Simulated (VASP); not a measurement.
Here is a VASP 6.6.1 calculation.

Contents of INCAR:

```
SYSTEM = Pt
PREC = Accurate
ENCUT = 520
EDIFF = 1E-7
ISMEAR = -1
SIGMA = 0.05
LREAL = .False.
LASPH = .True.
NELM = 80
ALGO = Normal
ISIF = 2
LWAVE = .False.
LCHARG = .True.
LDIPOL = .True.
IDIPOL = 3
DIPOL = 0.5 0.5 0.500
LELF = .True.
LVHAR = .True.
LVACPOTAV = .True.
NBANDS = 28
```

File KPOINTS:

```
Automatic mesh
0
Gamma
  15 15 1
  0 0 0
```

The input POSCAR:

```
Pt
1.0
    2.7533987118      0.0000000000      0.0000000000
    0.0000000000      2.7533987118      0.0000000000
    0.0000000000      0.0000000000     21.8408000000
Pt
4
Direct
    0.2500000000      0.2500000000      0.3695088340
    0.7500000000      0.7500000000      0.4559661472
    0.2500000000      0.2500000000      0.5440338527
    0.7500000000      0.7500000000      0.6304911655
```

Potentials or basis: VASP PAW LDA potentials, release 64 (Pt).

The run is started by

```sh
$ cat potpaw_LDA.64/Pt/POTCAR > POTCAR
$ mpirun -np 1 vasp_std > vasp.out
```

Task: What does it give for the band gap on the k mesh?

Result: Zero (band 20 reaches 1.16 eV, above the bottom of band 21 at -0.40 eV).

Task: Predict the largest force.

Result: 0.045 eV/Å.

Forces in eV/Å, atoms in the order of the input:
```
Pt   0.000  0.000 -0.045
Pt   0.000  0.000  0.002
Pt   0.000  0.000 -0.002
Pt   0.000  0.000  0.045
```

Caveat: spin-orbit coupling is left out, which moves the levels of the heavy elements.
